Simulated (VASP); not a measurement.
# InSe in VASP: notebook

Runs on InSe. Level: PBE+D3(BJ). Tasks: single point.

The COD entry that gives the cell may itself be a prediction, so a difference from it is no test against experiment.

All numbers are computed with VASP 6.6.1; they aren't measurements. Logs are shortened: lines on timing, memory, paths and dates and some standing lists are left out, and cuts for length are marked.

### 1 The cell of the first run

The cell holds a slab with vacuum, 4 atoms: a = 4.036 Å, b = 4.036 Å, c = 36.721 Å, α = 90.00°, β = 90.00°, γ = 120.00°.

### 2 Single point, PBE+D3(BJ)

The input, INCAR:

```
PREC = Accurate
ENCUT = 520
EDIFF = 1E-6
ISMEAR = 0
SIGMA = 0.1
LREAL = False
LASPH = True
NELM = 80
ALGO = Normal
ISIF = 2
LWAVE = False
LCHARG = False
LDIPOL = True
IDIPOL = 3
DIPOL = 0.5 0.5 0.500
GGA = PE
IVDW = 12
NBANDS = 27
```

The input, KPOINTS:

```
Automatic mesh
0
Gamma
  6 6 1
```

The input, POSCAR:

```
InSe
1.0
    4.0363944497      0.0000000000      0.0000000000
   -2.0181972249      3.4956201332      0.0000000000
    0.0000000000      0.0000000000     36.7211901288
Se In
2 2
Direct
    0.0000000000      0.0000000000      0.4270095135
    0.0000000000      0.0000000000      0.5729904865
    0.6666666667      0.3333333333      0.4619406280
    0.6666666667      0.3333333333      0.5380039361
```

Potentials or basis: VASP PAW PBE potentials, release 64 (Se, In_d).

On the command line:

```console
$ cat potpaw_PBE.64/Se/POTCAR potpaw_PBE.64/In_d/POTCAR > POTCAR
$ mpirun -np 1 vasp_std > vasp.out
```

OUTCAR:

```text
PREC = Accurate
   ENCUT = 520
   EDIFF = 1E-6
   ISMEAR = 0
   LREAL = False
   LASPH = True
   NELM = 80
   ISIF = 2
   GGA = PE
   IVDW = 12
 IVDW          = 12

 ion  position               nearest neighbor table
   1  0.000  0.000  0.427-   3 2.66   3 2.66   3 2.66
   2  0.000  0.000  0.573-   4 2.66   4 2.66   4 2.66
   3  0.667  0.333  0.462-   1 2.66   1 2.66   1 2.66   4 2.79
   4  0.667  0.333  0.538-   2 2.66   2 2.66   2 2.66   3 2.79

  LATTYP: Found a hexagonal cell.
 ALAT       =     4.0363944497
 C/A-ratio  =     9.0975226991

  Lattice vectors:

 A1 = (   4.0363944497,   0.0000000000,   0.0000000000)
 A2 = (  -2.0181972249,   3.4956201332,   0.0000000000)
 A3 = (   0.0000000000,   0.0000000000,  36.7211901288)

Analysis of symmetry for initial positions (statically):
=====================================================================
 Subroutine PRICEL returns:
 Original cell was already a primitive cell.

 Routine SETGRP: Setting up the symmetry group for a
 hexagonal supercell.

 Subroutine GETGRP returns: Found  6 space group operations
 (whereof  6 operations were pure point group operations)
 out of a pool of 24 trial point group operations.

The static configuration has the point symmetry C_3v.

Analysis of symmetry for dynamics (positions and initial velocities):
=====================================================================
 Subroutine PRICEL returns:
 Original cell was already a primitive cell.

 Routine SETGRP: Setting up the symmetry group for a
 hexagonal supercell.

 Subroutine GETGRP returns: Found  6 space group operations
 (whereof  6 operations were pure point group operations)
 out of a pool of 24 trial point group operations.

The dynamic configuration has the point symmetry C_3v.

 Subroutine INISYM returns: Found  6 space group operations
 (whereof  6 operations are pure point group operations),
 and found     1 'primitive' translations

----------------------------------------------------------------------------------------

                                     Primitive cell

  volume of cell :     518.1250

  direct lattice vectors                    reciprocal lattice vectors
     4.036394450  0.000000000  0.000000000     0.247745856  0.143036137  0.000000000
    -2.018197225  3.495620133  0.000000000     0.000000000  0.286072274  0.000000000
     0.000000000  0.000000000 36.721190129     0.000000000  0.000000000  0.027232233

  length of vectors
     4.036394450  4.036394450 36.721190129     0.286072274  0.286072274  0.027232233

  position of ions in fractional coordinates (direct lattice)
     0.000000000  0.000000000  0.427009514
     0.000000000  0.000000000  0.572990486
     0.666666667  0.333333333  0.461940628
     0.666666667  0.333333333  0.538003936

  ion indices of the primitive-cell ions
   primitive index   ion index
                 1           1
                 2           2
                 3           3
                 4           4

----------------------------------------------------------------------------------------

 KPOINTS: Automatic mesh

Automatic generation of k-mesh.
 Grid dimensions read from file:
 generate k-points for:    6    6    1

 Generating k-lattice:

  Cartesian coordinates                     Fractional coordinates (reciprocal lattice)
     0.041290976  0.023839356  0.000000000     0.166666667  0.000000000  0.000000000
     0.000000000  0.047678712  0.000000000     0.000000000  0.166666667  0.000000000
     0.000000000  0.000000000  0.027232233     0.000000000  0.000000000  1.000000000

  Length of vectors
     0.047678712  0.047678712  0.027232233

  Shift w.r.t. Gamma in fractional coordinates (k-lattice)
     0.000000000  0.000000000  0.000000000

 Subroutine IBZKPT returns following result:
 ===========================================

 Found      7 irreducible k-points:

 Following reciprocal coordinates:
            Coordinates               Weight
  0.000000  0.000000  0.000000      1.000000
  0.166667 -0.000000  0.000000      6.000000
  0.333333  0.000000  0.000000      6.000000
  0.500000  0.000000  0.000000      3.000000
  0.166667  0.166667  0.000000      6.000000
  0.333333  0.166667  0.000000     12.000000
  0.333333  0.333333  0.000000      2.000000
   k-points           NKPTS =      7   k-points in BZ     NKDIM =      7   number of bands    NBANDS=     27
   number of dos      NEDOS =    301   number of ions     NIONS =      4
   total plane-waves  NPLWV = 252000
   dimension x,y,z NGX =    30 NGY =   30 NGZ =  280
   dimension x,y,z NGXF=    60 NGYF=   60 NGZF=  560
   ions per type =               2   2
   NGX,Y,Z   is equivalent  to a cutoff of  12.36, 12.36, 12.68 a.u.
   NGXF,Y,Z  is equivalent  to a cutoff of  24.71, 24.71, 25.35 a.u.
 SYSTEM =  unknown system
   PREC   = accura    normal or accurate (medium, high low for compatibility)
   ISTART =      0    job   : 0-new  1-cont  2-samecut
   ICHARG =      2    charge: 1-file 2-atom 10-const
   ISPIN  =      1    spin polarized calculation?
   LNONCOLLINEAR =      F non collinear calculations
   LSORBIT =      F    spin-orbit coupling
   LASPH  =      T    aspherical Exc in radial PAW
   ENCUT  =  520.0 eV  38.22 Ry    6.18 a.u.   7.51  7.51 68.28*2*pi/ulx,y,z
   NELM   =     80;   NELMIN=  2; NELMDL= -5     # of ELM steps
   EDIFF  = 0.1E-05   stopping-criterion for ELM
   LREAL  =      F    real-space projection
   EDIFFG = 0.1E-04   stopping-criterion for IOM
   NSW    =      0    number of steps for IOM
   IBRION =     -1    ionic relax: 0-MD 1-quasi-New 2-CG
   NFREE  =      0    steps in history (QN), initial steepest desc. (CG)
   ISIF   =      2    stress and relaxation
   ISYM   =      2    0-nonsym 1-usesym 2-fastsym
   POTIM  = 0.5000    time-step for ionic-motion
   TEBEG  =    0.0;   TEEND  =   0.0 temperature during run
   PSTRESS=    0.0 pullay stress
   NELECT =      38.0000    total number of electrons
   NUPDOWN=      -1.0000    fix difference up-down
   EMIN   =  10.00;   EMAX   =-10.00  energy-range for DOS
   EFERMI =   0.00;   METHOD = LEGACY
   ISMEAR =     0;   SIGMA  =   0.10  broadening in eV -4-tet -1-fermi 0-gaus
   EFERMI_NEDOS =   21; number of points for ismear=-14 and -15
   IALGO  =     38    algorithm
   IMIX   =      4    mixing-type and parameters
     AMIX     =   0.40;   BMIX     =  1.00
     AMIX_MAG =   1.60;   BMIX_MAG =  1.00
  volume/ion in A,a.u.               =     129.53       874.12
  Fermi-wavevector in a.u.,A,eV,Ry     =   0.685264  1.294961  6.389113  0.469587
  Thomas-Fermi vector in A             =   1.765155
   LORBIT       =      0    0 simple, 1 ext, 2 COOP (PROOUT), +10 PAW based schemes
   GGA     = PE    functional components
   LHFCALC =     F    Hartree Fock is set to
   AEXX    =    0.0000 exact exchange contribution
   IVDW    =    12    specifies the selected vdW correction
   LEPSILON=     F    determine dielectric tensor
   LRPA    =     F    only Hartree local field effects (RPA)
 non-spin polarized calculation
 Gauss-broadening in eV      SIGMA  =   0.10
  energy-cutoff  :      520.00
  volume of cell :      518.13
 maximum number of plane-waves:     14023
 NGX is ok and might be reduce to    30
   NGX = 15   NGY = 15   NGZ =137

 number of electron      38.0000004 magnetization

 dipolmoment           0.000000      0.000000      0.000345 electrons x Angstroem

 Free energy of the ion-electron system (eV)
  ---------------------------------------------------
  ext. energy  EPLUGINS =         0.00000000
  ---------------------------------------------------
  free energy    TOTEN  =       -14.19929439 eV

  energy without entropy =      -14.19929439  energy(sigma->0) =      -14.19929439

 E-fermi :  -3.3667     XC(G=0):  -2.3185

 val. band max:       -3.8609251985   @ k =   0.1667  -0.0000   0.0000
 cond. band min:      -2.2958501008   @ k =   0.0000   0.0000   0.0000
 fundamental gap:      1.5650750977
 Fermi energy:        -3.3666905605

 k-point     1 :       0.0000    0.0000    0.0000
  band No.  band energies     occupation
      1     -17.9019      2.00000
      2     -17.7168      2.00000
      3     -17.7168      2.00000
      4     -17.6338      2.00000
      5     -17.6338      2.00000
      6     -17.6261      2.00000
[... 19 lines left out ...]
     26       2.1485      0.00000
     27       2.2896      0.00000

 k-point     2 :       0.1667   -0.0000    0.0000
  band No.  band energies     occupation
      1     -17.9034      2.00000
      2     -17.7919      2.00000
      3     -17.7228      2.00000
      4     -17.7138      2.00000
      5     -17.6330      2.00000
      6     -17.6164      2.00000
[... 19 lines left out ...]
     26       2.1148      0.00000
     27       2.4828      0.00000

 k-point     3 :       0.3333    0.0000    0.0000
  band No.  band energies     occupation
      1     -17.9633      2.00000
      2     -17.8529      2.00000
      3     -17.8446      2.00000
      4     -17.7134      2.00000
      5     -17.6461      2.00000
      6     -17.5817      2.00000
[... 19 lines left out ...]
     26       2.7666      0.00000
     27       3.4780      0.00000

 k-point     4 :       0.5000    0.0000    0.0000
  band No.  band energies     occupation
      1     -18.0089      2.00000
      2     -17.9045      2.00000
      3     -17.8439      2.00000
      4     -17.7148      2.00000
      5     -17.6524      2.00000
      6     -17.5639      2.00000
[... 19 lines left out ...]
     26       3.6572      0.00000
     27       3.9930      0.00000

 k-point     5 :       0.1667    0.1667    0.0000
  band No.  band energies     occupation
      1     -17.9372      2.00000
      2     -17.8420      2.00000
      3     -17.8209      2.00000
      4     -17.7172      2.00000
      5     -17.6375      2.00000
      6     -17.5960      2.00000
[... 19 lines left out ...]
     26       2.7295      0.00000
     27       2.9054      0.00000

 k-point     6 :       0.3333    0.1667    0.0000
  band No.  band energies     occupation
      1     -17.9975      2.00000
      2     -17.8969      2.00000
      3     -17.8447      2.00000
      4     -17.7250      2.00000
      5     -17.6401      2.00000
      6     -17.5775      2.00000
[... 19 lines left out ...]
     26       3.6126      0.00000
     27       3.6323      0.00000

 k-point     7 :       0.3333    0.3333    0.0000
  band No.  band energies     occupation
      1     -18.0079      2.00000
      2     -17.9130      2.00000
      3     -17.8433      2.00000
      4     -17.7361      2.00000
      5     -17.6257      2.00000
      6     -17.5889      2.00000
[... 19 lines left out ...]
     26       3.7018      0.00000
     27       4.1296      0.00000

------------------------ aborting loop because EDIFF is reached ----------------------------------------

 vacuum level on the upper side and lower side of the slab       (xc-potential included)        -0.006        -0.010

 Edisp (eV)   -0.88320

 E8    (eV) :    -0.4261

  FORCE on cell =-STRESS in cart. coord.  units (eV):
  Direction    XX          YY          ZZ          XY          YZ          ZX
  --------------------------------------------------------------------------------------
  -------------------------------------------------------------------------------------
  Total      -0.00151    -0.00151     0.15584     0.00000     0.00000     0.00000
  in kB      -0.00466    -0.00466     0.48189     0.00000     0.00000     0.00000
  external pressure =        0.16 kB  Pullay stress =        0.00 kB

 VOLUME and BASIS-vectors are now :
 -----------------------------------------------------------------------------
  energy-cutoff  :      520.00
  volume of cell :      518.13
      direct lattice vectors                 reciprocal lattice vectors
     4.036394450  0.000000000  0.000000000     0.247745856  0.143036137  0.000000000
    -2.018197225  3.495620133  0.000000000     0.000000000  0.286072274  0.000000000
     0.000000000  0.000000000 36.721190129     0.000000000  0.000000000  0.027232233

 POSITION                                       TOTAL-FORCE (eV/Angst)
 -----------------------------------------------------------------------------------
      0.00000      0.00000     15.68030        -0.000000      0.000000     -0.062393
      0.00000      0.00000     21.04089        -0.000000      0.000000      0.049007
      2.01820      1.16521     16.96301         0.000000     -0.000000      0.048839
      2.01820      1.16521     19.75614         0.000000     -0.000000     -0.035454
 -----------------------------------------------------------------------------------
    total drift:                               -0.000000      0.000000      0.000024

  FREE ENERGIE OF THE ION-ELECTRON SYSTEM (eV)
  ---------------------------------------------------
  free  energy   TOTEN  =       -15.0824896621 eV

  energy  without entropy=      -15.0824896621  energy(sigma->0) =      -15.08248966

 vacuum level on the upper side and lower side of the slab         2.099         2.095
```

Wall time 2.9 min (1 thread of Intel Xeon Platinum 8259CL at 2.50GHz (Skylake/Cascade Lake), shared host); peak memory 0.55 GiB.

What came out:

```yaml
Free_energy: -15.0825 eV
Largest_force: 0.062 eV/Å
Band_gap_on_the_k_mesh: 1.56 eV, indirect (least direct gap 1.64 eV)
Dispersion_energy_per_atom: -0.221 eV
```

Forces on the atoms (eV/Å):
```
Se   0.000  0.000 -0.062
Se   0.000  0.000  0.049
In   0.000  0.000  0.049
In   0.000  0.000 -0.035
```

Caveat: spin-orbit coupling is left out, which moves the levels of the heavy elements.

### 3 Single point, PBE+D3(BJ)

This run uses another cell than the first one: it holds 16 atoms, not 4.

The input, INCAR:

```
SYSTEM = InSe
ALGO = Normal ; DIPOL = 0.5 0.5 0.500
EDIFF = 1E-7 ; ENCUT = 520
GGA = PE ; IDIPOL = 3
ISIF = 2 ; ISMEAR = 0
IVDW = 12 ; LASPH = .TRUE.
LCHARG = .TRUE. ; LDIPOL = .TRUE.
LELF = .TRUE. ; LREAL = Auto
LVACPOTAV = .TRUE. ; LVHAR = .TRUE.
LWAVE = .FALSE. ; NBANDS = 90
NELM = 60 ; PREC = Accurate
SIGMA = 0.05
```

The input, KPOINTS:

```
k-points
0
G
  2 2 1
  0 0 0
```

The input, POSCAR:

```
InSe
1.0
    8.0727888955      0.0000000000      0.0000000000
   -4.0363944477      6.9912402629      0.0000000000
    0.0000000000      0.0000000000     21.3605950664
Se In
8 8
Direct
    0.5000000000      0.5000000000      0.3745214014
    0.5000000000      0.0000000000      0.3745214014
    0.0000000000      0.5000000000      0.3745214014
    0.0000000000      0.0000000000      0.3745214014
    0.5000000000      0.5000000000      0.6259069332
    0.5000000000      0.0000000000      0.6259069332
    0.0000000000      0.5000000000      0.6259069332
    0.0000000000      0.0000000000      0.6259069332
    0.3333333333      0.1666666667      0.4345717931
    0.3333333333      0.6666666667      0.4345717931
    0.8333333333      0.1666666667      0.4345717931
    0.8333333333      0.6666666667      0.4345717931
    0.3333333333      0.1666666667      0.5655042794
    0.3333333333      0.6666666667      0.5655042794
    0.8333333333      0.1666666667      0.5655042794
    0.8333333333      0.6666666667      0.5655042794
```

Potentials or basis: VASP PAW PBE potentials, release 64 (Se, In_d).

On the command line:

```console
$ cat potpaw_PBE.64/Se/POTCAR potpaw_PBE.64/In_d/POTCAR > POTCAR
$ mpirun -np 1 vasp_std > vasp.out
```

Run time: 9.5 min. Hardware: 1 thread of Intel Xeon 6975P-C (Granite Rapids), shared host; peak memory 1.1 GiB.

The run converged. Its results:

| Property | Result |
| --- | --- |
| Free energy | -60.0593 eV |
| Largest force | 0.077 eV/Å |
| Band gap on the k mesh | 1.64 eV |
| Dispersion energy per atom | -0.221 eV |

Forces in eV/Å, atoms in the order of the input:
```
Se   0.000  0.000 -0.077
Se   0.000  0.000 -0.077
Se   0.000  0.000 -0.077
Se   0.000  0.000 -0.077
Se   0.000  0.000  0.036
Se   0.000  0.000  0.036
Se   0.000  0.000  0.036
Se   0.000  0.000  0.036
In   0.000  0.000  0.046
In   0.000  0.000  0.046
In   0.000  0.000  0.046
In   0.000  0.000  0.046
In   0.000  0.000 -0.005
In   0.000  0.000 -0.005
In   0.000  0.000 -0.005
In   0.000  0.000 -0.005
```

Levels at points of the mesh, in eV from the valence-band top:
```
           k point  band 74  band 75  band 76  band 77  band 78  band 79
(0.00, 0.00, 0.00)    -0.34    -0.34     0.00     1.64     2.36     2.36
(0.50, 0.00, 0.00)    -0.58    -0.01    -0.01     2.79     2.79     2.96
```

Caveat: the k points lie up to 0.45 Å⁻¹ apart; spin-orbit coupling is left out, which moves the levels of the heavy elements.

### 4 Single point, PBE+D3(BJ)

This run uses another cell than the first one, of 128.90 Å³/atom, 0.995 times its volume.

The input, INCAR:

```
SYSTEM = InSe
ALGO = Normal
DIPOL = 0.5 0.5 0.500
EDIFF = 1E-7
ENCUT = 520
GGA = PE
IDIPOL = 3
ISIF = 2
ISMEAR = 0
IVDW = 12
LASPH = .True.
LCHARG = .False.
LDIPOL = .True.
LREAL = .False.
LWAVE = .False.
NBANDS = 27
NELM = 80
PREC = Accurate
SIGMA = 0.02
```

The input, KPOINTS:

```
k-points
0
Gamma
  12 12 1
  0 0 0
```

The input, POSCAR:

```
InSe
1.0
    4.0265600847      0.0000000000      0.0000000000
   -2.0132800424      3.4871033232      0.0000000000
    0.0000000000      0.0000000000     36.7211901288
Se In
2 2
Direct
    0.0000000000      0.0000000000      0.4266547739
    0.0000000000      0.0000000000      0.5733174808
    0.6666666667      0.3333333333      0.4619360802
    0.6666666667      0.3333333333      0.5380362293
```

Potentials or basis: VASP PAW PBE potentials, release 64 (Se, In_d).

On the command line:

```console
$ cat potpaw_PBE.64/Se/POTCAR potpaw_PBE.64/In_d/POTCAR > POTCAR
$ mpirun -np 1 vasp_std > vasp.out
```

OUTCAR:

```text
SYSTEM = InSe
   EDIFF = 1E-7
   ENCUT = 520
   GGA = PE
   ISIF = 2
   ISMEAR = 0
   IVDW = 12
   LASPH = .True.
   LREAL = .False.
   NELM = 80
   PREC = Accurate
 IVDW          = 12

 ion  position               nearest neighbor table
   1  0.000  0.000  0.427-   3 2.66   3 2.66   3 2.66
   2  0.000  0.000  0.573-   4 2.66   4 2.66   4 2.66
   3  0.667  0.333  0.462-   1 2.66   1 2.66   1 2.66   4 2.79
   4  0.667  0.333  0.538-   2 2.66   2 2.66   2 2.66   3 2.79

  LATTYP: Found a hexagonal cell.
[... 774 lines left out ...]
  Direction    XX          YY          ZZ          XY          YZ          ZX
  --------------------------------------------------------------------------------------
  -------------------------------------------------------------------------------------
  Total       0.02310     0.02310     0.01716    -0.00000     0.00000    -0.00000
  in kB       0.07177     0.07177     0.05332    -0.00000     0.00000    -0.00000
  external pressure =        0.07 kB  Pullay stress =        0.00 kB

 VOLUME and BASIS-vectors are now :
 -----------------------------------------------------------------------------
  energy-cutoff  :      520.00
  volume of cell :      515.60
      direct lattice vectors                 reciprocal lattice vectors
     4.026560085  0.000000000  0.000000000     0.248350944  0.143385485  0.000000000
    -2.013280042  3.487103323  0.000000000     0.000000000  0.286770969  0.000000000
     0.000000000  0.000000000 36.721190129     0.000000000  0.000000000  0.027232233

 POSITION                                       TOTAL-FORCE (eV/Angst)
 -----------------------------------------------------------------------------------
      0.00000      0.00000     15.66727         0.000000     -0.000000     -0.014181
      0.00000      0.00000     21.05290         0.000000     -0.000000      0.014181
      2.01328      1.16237     16.96284        -0.000000      0.000000      0.012258
      2.01328      1.16237     19.75733        -0.000000      0.000000     -0.012258
 -----------------------------------------------------------------------------------
    total drift:                               -0.000000      0.000000     -0.001506

  FREE ENERGIE OF THE ION-ELECTRON SYSTEM (eV)
  ---------------------------------------------------
  free  energy   TOTEN  =       -15.0896598949 eV

  energy  without entropy=      -15.0896598949  energy(sigma->0) =      -15.08965989

 vacuum level on the upper side and lower side of the slab         2.104         2.104
```

Run time: 6 min. Hardware: 1 thread of Intel Xeon Platinum 8375C at 2.90GHz (Ice Lake), shared host; peak memory 0.7 GiB.

Results:

```
Free energy                : -15.0897 eV
Largest force              : 0.014 eV/Å
Band gap on the k mesh     : 1.62 eV, indirect (least direct gap 1.69 eV)
Dispersion energy per atom : -0.221 eV
```

Forces in eV/Å, atoms in the order of the input:
```
Se   0.000  0.000 -0.014
Se   0.000  0.000  0.014
In   0.000  0.000  0.012
In   0.000  0.000 -0.012
```

Levels at points of the mesh, in eV from the valence-band top:
```
           k point  band 17  band 18  band 19  band 20  band 21  band 22
(0.00, 0.00, 0.00)    -0.38    -0.38    -0.07     1.62     2.84     5.08
(0.50, 0.00, 0.00)    -1.49    -1.31    -0.92     2.32     2.33     4.22
```

Caveat: spin-orbit coupling is left out, which moves the levels of the heavy elements.

(Continued in part 2 of 2.)
